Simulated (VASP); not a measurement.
# Ge (Fd-3m) in VASP: single point with r2SCAN

Aim: the single point of Ge with r2SCAN.

All numbers are computed with VASP 6.6.1; they aren't measurements. Logs are shortened: lines on timing, memory, paths and dates and some standing lists are left out, and cuts for length are marked.

**What was measured.**

From “Temperature-dependent photoluminescence in Ge: experiment and theory”, 2020, arxiv:2003.00143, for a bulk crystal of Ge at 0 K: band gap 0.744 eV (indirect).

The runs below are set against these values where they give the same quantity.

## 1. The cell of the first run

It takes space group Fd-3m (No. 227, cubic). Conventional cell: a = 5.618 Å, b = 5.618 Å, c = 5.618 Å, α = 90.00°, β = 90.00°, γ = 90.00°. Within 3.2 Å of Ge (site symmetry -43m) lie 4 Ge at 2.43 Å.

## 2. Single point, r2SCAN

Input file POSCAR:

```
Ge
1.0
    0.0000000000      2.8088256100      2.8088256100
    2.8088256100      0.0000000000      2.8088256100
    2.8088256100      2.8088256100      0.0000000000
Ge
2
Direct
    0.0000000000      0.0000000000      0.0000000000
    0.2500000000      0.2500000000      0.2500000000
```

Input file INCAR.step1:

```
  ALGO = Normal
  EDIFF = 1E-4
  ENCUT = 520
  GGA = PE
  ISMEAR = -1
  LASPH = True
  LCHARG = False
  LREAL = False
  LWAVE = True
  NBANDS = 21
  NELM = 80
  PREC = Accurate
  SIGMA = 0.1
```

Input file INCAR.step2:

```
  ALGO = Normal
  EDIFF = 1E-6
  ENCUT = 520
  ISIF = 2
  ISMEAR = -1
  ISTART = 1
  LASPH = True
  LCHARG = False
  LMIXTAU = True
  LREAL = False
  LWAVE = False
  METAGGA = R2SCAN
  NBANDS = 21
  NELM = 80
  PREC = Accurate
  SIGMA = 0.1
```

Input file KPOINTS:

```
k-points
0
Gamma
  10 10 10
```

Potentials or basis: VASP PAW PBE potentials, release 64 (Ge_d).

Started as:

```sh
$ cat potpaw_PBE.64/Ge_d/POTCAR > POTCAR
$ cp INCAR.step1 INCAR
$ mpirun -np 1 vasp_std > vasp.out
$ cp INCAR.step2 INCAR
$ mpirun -np 1 vasp_std > vasp.out
```

OUTCAR:

```text
EDIFF = 1E-6
   ENCUT = 520
   ISIF = 2
   ISMEAR = -1
   ISTART = 1
   LASPH = True
   LREAL = False
   METAGGA = R2SCAN
   NELM = 80
   PREC = Accurate

 ion  position               nearest neighbor table
   1  0.000  0.000  0.000-   2 2.43   2 2.43   2 2.43   2 2.43
   2  0.250  0.250  0.250-   1 2.43   1 2.43   1 2.43   1 2.43

  LATTYP: Found a face centered cubic cell.
 ALAT       =     5.6176512200

  Lattice vectors:

 A1 = (   0.0000000000,   2.8088256100,   2.8088256100)
 A2 = (   2.8088256100,   0.0000000000,   2.8088256100)
 A3 = (   2.8088256100,   2.8088256100,   0.0000000000)

Analysis of symmetry for initial positions (statically):
=====================================================================
 Subroutine PRICEL returns:
 Original cell was already a primitive cell.

 Routine SETGRP: Setting up the symmetry group for a
 face centered cubic supercell.

 Subroutine GETGRP returns: Found 48 space group operations
 (whereof 24 operations were pure point group operations)
 out of a pool of 48 trial point group operations.

The static configuration has the point symmetry T_d .
 The point group associated with its full space group is O_h .

Analysis of symmetry for dynamics (positions and initial velocities):
=====================================================================
 Subroutine PRICEL returns:
 Original cell was already a primitive cell.

 Routine SETGRP: Setting up the symmetry group for a
 face centered cubic supercell.

 Subroutine GETGRP returns: Found 48 space group operations
 (whereof 24 operations were pure point group operations)
 out of a pool of 48 trial point group operations.

The dynamic configuration has the point symmetry T_d .
 The point group associated with its full space group is O_h .

 Subroutine INISYM returns: Found 48 space group operations
 (whereof 24 operations are pure point group operations),
 and found     1 'primitive' translations

----------------------------------------------------------------------------------------

                                     Primitive cell

  volume of cell :      44.3205

  direct lattice vectors                    reciprocal lattice vectors
     0.000000000  2.808825610  2.808825610    -0.178010339  0.178010339  0.178010339
     2.808825610  0.000000000  2.808825610     0.178010339 -0.178010339  0.178010339
     2.808825610  2.808825610  0.000000000     0.178010339  0.178010339 -0.178010339

  length of vectors
     3.972279272  3.972279272  3.972279272     0.308322952  0.308322952  0.308322952

  position of ions in fractional coordinates (direct lattice)
     0.000000000  0.000000000  0.000000000
     0.250000000  0.250000000  0.250000000

  ion indices of the primitive-cell ions
   primitive index   ion index
                 1           1
                 2           2

----------------------------------------------------------------------------------------

 KPOINTS: k-points

Automatic generation of k-mesh.
 Grid dimensions read from file:
 generate k-points for:   10   10   10

 Generating k-lattice:

  Cartesian coordinates                     Fractional coordinates (reciprocal lattice)
    -0.017801034  0.017801034  0.017801034     0.100000000  0.000000000  0.000000000
     0.017801034 -0.017801034  0.017801034     0.000000000  0.100000000  0.000000000
     0.017801034  0.017801034 -0.017801034     0.000000000  0.000000000  0.100000000

  Length of vectors
     0.030832295  0.030832295  0.030832295

  Shift w.r.t. Gamma in fractional coordinates (k-lattice)
     0.000000000  0.000000000  0.000000000

 Subroutine IBZKPT returns following result:
 ===========================================

 Found     47 irreducible k-points:

 Following reciprocal coordinates:
            Coordinates               Weight
  0.000000  0.000000  0.000000      1.000000
  0.100000  0.000000  0.000000      8.000000
  0.200000  0.000000  0.000000      8.000000
  0.300000  0.000000  0.000000      8.000000
  0.400000  0.000000  0.000000      8.000000
  0.500000  0.000000  0.000000      4.000000
[... 16 lines left out ...]
  0.300000  0.300000  0.000000      6.000000
  0.400000  0.300000  0.000000     24.000000
 [... further k-points ...]
   k-points           NKPTS =     47   k-points in BZ     NKDIM =     47   number of bands    NBANDS=     21
   number of dos      NEDOS =    301   number of ions     NIONS =      2
   total plane-waves  NPLWV =  27000
   dimension x,y,z NGX =    30 NGY =   30 NGZ =   30
   dimension x,y,z NGXF=    60 NGYF=   60 NGZF=   60
   ions per type =               2
   NGX,Y,Z   is equivalent  to a cutoff of  12.56, 12.56, 12.56 a.u.
   NGXF,Y,Z  is equivalent  to a cutoff of  25.11, 25.11, 25.11 a.u.
 SYSTEM =  unknown system
   PREC   = accura    normal or accurate (medium, high low for compatibility)
   ISTART =      1    job   : 0-new  1-cont  2-samecut
   ICHARG =      0    charge: 1-file 2-atom 10-const
   ISPIN  =      1    spin polarized calculation?
   LNONCOLLINEAR =      F non collinear calculations
   LSORBIT =      F    spin-orbit coupling
   LASPH  =      T    aspherical Exc in radial PAW
   ENCUT  =  520.0 eV  38.22 Ry    6.18 a.u.   7.39  7.39  7.39*2*pi/ulx,y,z
   NELM   =     80;   NELMIN=  2; NELMDL=  0     # of ELM steps
   EDIFF  = 0.1E-05   stopping-criterion for ELM
   LREAL  =      F    real-space projection
   EDIFFG = 0.1E-04   stopping-criterion for IOM
   NSW    =      0    number of steps for IOM
   IBRION =     -1    ionic relax: 0-MD 1-quasi-New 2-CG
   NFREE  =      0    steps in history (QN), initial steepest desc. (CG)
   ISIF   =      2    stress and relaxation
   ISYM   =      2    0-nonsym 1-usesym 2-fastsym
   POTIM  = 0.5000    time-step for ionic-motion
   TEBEG  =    0.0;   TEEND  =   0.0 temperature during run
   PSTRESS=    0.0 pullay stress
   NELECT =      28.0000    total number of electrons
   NUPDOWN=      -1.0000    fix difference up-down
   EMIN   =  10.00;   EMAX   =-10.00  energy-range for DOS
   EFERMI =   0.00;   METHOD = LEGACY
   ISMEAR =    -1;   SIGMA  =   0.10  broadening in eV -4-tet -1-fermi 0-gaus
   EFERMI_NEDOS =   21; number of points for ismear=-14 and -15
   IALGO  =     38    algorithm
   IMIX   =      4    mixing-type and parameters
     AMIX     =   0.40;   BMIX     =  1.00
     AMIX_MAG =   1.60;   BMIX_MAG =  1.00
  volume/ion in A,a.u.               =      22.16       149.54
  Fermi-wavevector in a.u.,A,eV,Ry     =   1.404730  2.654554 26.847904  1.973265
  Thomas-Fermi vector in A             =   2.527262
   LORBIT       =      0    0 simple, 1 ext, 2 COOP (PROOUT), +10 PAW based schemes
   METAGGA = R2SCAN    functional components
   LHFCALC =     F    Hartree Fock is set to
   AEXX    =    0.0000 exact exchange contribution
   IVDW    =     0    specifies the selected vdW correction
   LEPSILON=     F    determine dielectric tensor
   LRPA    =     F    only Hartree local field effects (RPA)
 non-spin polarized calculation
  energy-cutoff  :      520.00
  volume of cell :       44.32
 maximum number of plane-waves:      1243
 NGX is ok and might be reduce to    30
   NGX = 15   NGY = 15   NGZ = 15

 number of electron      28.0000033 magnetization

 Free energy of the ion-electron system (eV)
  ---------------------------------------------------
  ext. energy  EPLUGINS =         0.00000000
  ---------------------------------------------------
  free energy    TOTEN  =       -27.73227967 eV

  energy without entropy =      -27.73135164  energy(sigma->0) =      -27.73181566

 E-fermi :   5.2430     XC(G=0): -10.9316

 val. band max:        5.0140555481   @ k =   0.0000   0.0000   0.0000
 cond. band min:       5.5294389374   @ k =   0.5000   0.0000   0.0000
 fundamental gap:      0.5153833894
 Fermi energy:         5.2430034752

 k-point     1 :       0.0000    0.0000    0.0000
  band No.  band energies     occupation
      1     -20.5130      2.00000
      2     -20.5130      2.00000
      3     -20.5129      2.00000
      4     -20.4717      2.00000
      5     -20.4717      2.00000
      6     -20.2421      2.00000
[... 13 lines left out ...]
     20      15.0048      0.00000
     21      15.0048      0.00000

 k-point     2 :       0.1000    0.0000    0.0000
  band No.  band energies     occupation
      1     -20.5193      2.00000
      2     -20.5193      2.00000
      3     -20.5112      2.00000
      4     -20.4628      2.00000
      5     -20.4628      2.00000
      6     -20.2495      2.00000
[... 13 lines left out ...]
     20      14.2979      0.00000
     21      14.2980      0.00000

 k-point     3 :       0.2000    0.0000    0.0000
  band No.  band energies     occupation
      1     -20.5291      2.00000
      2     -20.5290      2.00000
      3     -20.5065      2.00000
      4     -20.4470      2.00000
      5     -20.4469      2.00000
      6     -20.2611      2.00000
[... 13 lines left out ...]
     20      13.7804      0.00000
     21      13.7804      0.00000

 k-point     4 :       0.3000    0.0000    0.0000
  band No.  band energies     occupation
      1     -20.5357      2.00000
      2     -20.5357      2.00000
      3     -20.5007      2.00000
      4     -20.4340      2.00000
      5     -20.4340      2.00000
      6     -20.2695      2.00000
[... 13 lines left out ...]
     20      14.1945      0.00000
     21      14.1945      0.00000

 k-point     5 :       0.4000    0.0000    0.0000
  band No.  band energies     occupation
      1     -20.5388      2.00000
      2     -20.5388      2.00000
      3     -20.4958      2.00000
      4     -20.4271      2.00000
      5     -20.4271      2.00000
      6     -20.2729      2.00000
[... 13 lines left out ...]
     20      15.5280      0.00000
     21      15.5280      0.00000

 k-point     6 :       0.5000    0.0000    0.0000
  band No.  band energies     occupation
      1     -20.5396      2.00000
      2     -20.5396      2.00000
      3     -20.4940      2.00000
      4     -20.4252      2.00000
      5     -20.4252      2.00000
      6     -20.2736      2.00000
[... 13 lines left out ...]
     20      17.0133      0.00000
     21      17.0135      0.00000

 k-point     7 :       0.1000    0.1000    0.0000
  band No.  band energies     occupation
      1     -20.5196      2.00000
      2     -20.5170      2.00000
      3     -20.5170      2.00000
      4     -20.4652      2.00000
      5     -20.4536      2.00000
      6     -20.2679      2.00000
[... 13 lines left out ...]
     20      13.3256      0.00000
     21      15.1856      0.00000
[... 291 lines left out ...]
      1     -20.5620      2.00000
      2     -20.5479      2.00000
      3     -20.4642      2.00000
      4     -20.4048      2.00000
      5     -20.3946      2.00000
      6     -20.3141      2.00000
[... 13 lines left out ...]
     20      14.9944      0.00000
     21      16.6346      0.00000

 k-point    21 :      -0.3000    0.2000    0.0000
  band No.  band energies     occupation
      1     -20.5563      2.00000
      2     -20.5487      2.00000
      3     -20.4674      2.00000
      4     -20.4228      2.00000
      5     -20.3951      2.00000
      6     -20.3074      2.00000
[... 13 lines left out ...]
     20      15.0492      0.00000
     21      17.1994      0.00000

 k-point    22 :      -0.2000    0.2000    0.0000
  band No.  band energies     occupation
      1     -20.5455      2.00000
      2     -20.5448      2.00000
      3     -20.4834      2.00000
      4     -20.4356      2.00000
      5     -20.4092      2.00000
      6     -20.2980      2.00000
[... 13 lines left out ...]
     20      15.6474      0.00000
     21      16.2209      0.00000

 k-point    23 :       0.3000    0.3000    0.0000
  band No.  band energies     occupation
      1     -20.5382      2.00000
      2     -20.5382      2.00000
      3     -20.5145      2.00000
      4     -20.4175      2.00000
      5     -20.3719      2.00000
      6     -20.3621      2.00000
[... 13 lines left out ...]
     20      16.6363      0.00000
     21      17.0841      0.00000

 k-point    24 :       0.4000    0.3000    0.0000
  band No.  band energies     occupation
      1     -20.5497      2.00000
      2     -20.5432      2.00000
      3     -20.4961      2.00000
      4     -20.4005      2.00000
      5     -20.3816      2.00000
      6     -20.3528      2.00000
[... 13 lines left out ...]
     20      17.4644      0.00000
     21      17.5341      0.00000

 [... further k-points ...]
[... 5 lines left out ...]
  --------------------------------------------------------------------------------------
  -------------------------------------------------------------------------------------
  Total        0.6630235      0.6630235      0.6630235      0.0000000      0.0000000      0.0000000
  in kB       23.9681866     23.9681866     23.9681866      0.0000000      0.0000000      0.0000000
  external PRESSURE =      23.9681866 kB  Pullay stress =       0.0000000 kB

 VOLUME and BASIS-vectors are now :
 -----------------------------------------------------------------------------
  energy-cutoff  :      520.00
  volume of cell :       44.32
      direct lattice vectors                 reciprocal lattice vectors
     0.000000000  2.808825610  2.808825610    -0.178010339  0.178010339  0.178010339
     2.808825610  0.000000000  2.808825610     0.178010339 -0.178010339  0.178010339
     2.808825610  2.808825610  0.000000000     0.178010339  0.178010339 -0.178010339

 POSITION                                       TOTAL-FORCE (eV/Angst)
 -----------------------------------------------------------------------------------
      0.00000      0.00000      0.00000        -0.000000     -0.000000     -0.000000
      1.40441      1.40441      1.40441         0.000000      0.000000      0.000000
 -----------------------------------------------------------------------------------
    total drift:                                0.000000     -0.000000      0.000000

  FREE ENERGIE OF THE ION-ELECTRON SYSTEM (eV)
  ---------------------------------------------------
  free  energy   TOTEN  =       -27.7322796747 eV

  energy  without entropy=      -27.7313516448  energy(sigma->0) =      -27.73181566
```

It took 4.5 min on 1 thread of AMD EPYC 7R13, shared host; peak memory 0.15 GiB.

Results:

```yaml
Free_energy: -27.7323 eV
Pressure: 2.4 GPa
Band_gap_on_the_k_mesh: 0.52 eV, indirect (least direct gap 0.61 eV)
```

Levels at points of the mesh, in eV from the valence-band top:
```tsv
k point	band 11	band 12	band 13	band 14	band 15	band 16	band 17	band 18
(0.00, 0.00, 0.00)	-13.48	0.00	0.00	0.00	0.61	2.72	2.72	2.72
(0.50, 0.00, 0.00)	-11.23	-7.97	-1.52	-1.52	0.52	4.01	4.01	7.67
(0.50, 0.50, 0.00)	-9.30	-9.30	-3.31	-3.31	0.95	0.95	10.29	10.29
```

Caveat: the PAW data sets were made with another functional, which shifts forces and pressure a little.

## 3. Comparison with measurements

Step 2. A measured gap of Ge is 0.744 eV (indirect; 0 K; “Temperature-dependent photoluminescence in Ge: experiment and theory”, 2020, arxiv:2003.00143); the calculated 0.52 eV misses it by -0.23 eV. 2 values of this kind are on record (0.666 to 0.744 eV); this one was drawn at random. Spin-orbit coupling on Ge is left out. The value is that of r2SCAN on a finite k mesh, which can miss the band edges, without temperature or zero-point motion.
